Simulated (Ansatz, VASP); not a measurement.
**One calculation of NaH, two programs**

```
Na H
1.0
     3.95331    0.00000    0.00000
    -1.97665    3.42366    0.00000
     0.00000    0.00000    4.82832
Na H
2 2
Direct
  0.33333 0.66667 0.25000
  0.66667 0.33333 0.75000
  0.66667 0.33333 0.25000
  0.33333 0.66667 0.75000
```

Alike in both runs: task single point; functional PBE-based screened hybrid; k mesh 6 × 6 × 2; no spin polarisation.

|  | VASP | Ansatz |
| --- | --- | --- |
| version | VASP 6.6.1 | Ansatz 0.2.0 |
| potentials or method | VASP PAW PBE potentials, release 64 (Na_pv, H) | plane waves |
| plane-wave cutoff (eV) | 520 | 420 |
| occupations | gaussian, width 0.01 eV | fixed |
| valence electrons in the cell | 16 | 20 |

Ansatz gave:

| Property | Result |
| --- | --- |
| gap on the k mesh at the Fermi level (eV) | 3.51 |
| pressure (GPa) | 0.3 |

What did VASP give for the same quantities?

gap on the k mesh at the Fermi level (eV): 3.51; pressure (GPa): 0.4.

VASP's potentials were made for PBE, not for PBE-based screened hybrid. VASP's potentials hold 16 valence electrons a cell and Ansatz's 20, so a difference there can come from the potentials and not from the codes. Ansatz's warnings: stress exchange threshold loose, stress scf threshold loose.

The k mesh is coarse, so the values compare programs but aren't converged.
